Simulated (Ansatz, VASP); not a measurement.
## Two plane-wave programs on SiC

```
CELL_PARAMETERS angstrom
0.00000 2.01686 2.01686
2.01686 0.00000 2.01686
2.01686 2.01686 0.00000
ATOMIC_POSITIONS crystal
Si 0.00000 0.00000 0.00000
C 0.50000 0.50000 0.50000
```

Alike in both runs: functional PBEsol; k mesh 10 × 10 × 10; occupations gaussian, width 0.1 eV; no spin polarisation.

Ansatz relaxed the structure, and its values are those at the end. VASP's run is a single point on that final structure, the one shown.

|  | VASP | Ansatz |
| --- | --- | --- |
| version | VASP 6.6.1 | Ansatz 0.2.0 |
| potentials or method | VASP PAW PBE potentials, release 64 (Si, C), cutoff 520 eV | scalar-relativistic, plane waves, PAW |
| valence electrons in the cell | 8 | 8 |

|  | VASP | Ansatz | Ansatz less VASP |
| --- | --- | --- | --- |
| gap on the k mesh at the Fermi level (eV) | none | none | - |
| pressure (GPa) | 0.8 | 0.2 | -0.59 |

VASP's potentials were made for PBE, not for PBEsol. A gap of «none» marks a metal or a gap that the smearing closes. The functional is the same, so the differences come from potentials, cutoffs and numerics.
